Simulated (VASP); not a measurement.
Runs of VASP 6.6.1 on Si. The structure is that of space group I4_1/amd (No. 141), or close to it. The cells are those of the table. 

```csv
cell,gap on the mesh (eV),pressure (GPa)
"a = 3.877 Å, angles 97.3, 97.3, 138.2°, 2 atoms",none,-13.2
"a = 3.403 Å, angles 100.3, 100.3, 130.1°, 2 atoms",none,24.7
"a = 3.463 Å, angles 97.8, 97.8, 136.8°, 2 atoms",none,21.8
"a = 3.772 Å, angles 98.3, 98.3, 135.3°, 2 atoms",none,(b)
"a = 3.896 Å, angles 97.8, 97.8, 136.8°, 2 atoms",none,-14.4
"a = 3.381 Å, angles 99.6, 99.6, 131.7°, 2 atoms",none,29.7
"a = 3.570 Å, angles 96.7, 96.7, 139.9°, 2 atoms",none,(a)
```

Alike in all rows: task single point; level r2SCAN; potentials or basis VASP PAW PBE potentials, release 64 (Si); no spin polarisation; k mesh 20 × 20 × 20; cutoff (eV) 520; smearing gaussian 0.15 eV.

Question: Estimate the missing entries.

Answer: (a) 14.1; (b) -10.6.

Caveats: the PAW data sets were made with another functional, which shifts forces and pressure a little.

A gap of «none» marks levels without a gap at the run's occupations.
